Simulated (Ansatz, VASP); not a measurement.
**AlN: VASP beside Ansatz**

```
Al N
1.0
     3.11462    0.00000    0.00000
    -1.55731    2.69734    0.00000
     0.00000    0.00000    5.01774
Al N
2 2
Direct
  0.33333 0.66667 0.00023
  0.66667 0.33333 0.50023
  0.33333 0.66667 0.38177
  0.66667 0.33333 0.88177
```

Alike in both runs: task relaxation of the atoms; functional PBE; k mesh 8 × 8 × 5; no spin polarisation.

```csv
,VASP,Ansatz
version,VASP 6.6.1,Ansatz 0.2.0
potentials or method,"VASP PAW PBE potentials, release 64 (Al, N)","scalar-relativistic, plane waves, PAW"
plane-wave cutoff (eV),520,420
occupations,"gaussian, width 0.01 eV",fixed
valence electrons in the cell,16,16
```

|  | VASP | Ansatz | Ansatz less VASP |
| --- | --- | --- | --- |
| gap on the k mesh at the Fermi level, each at its own relaxed structure (eV) | 4.15 | 4.14 | -0.010 |

Ansatz's warnings: stress scf threshold loose.
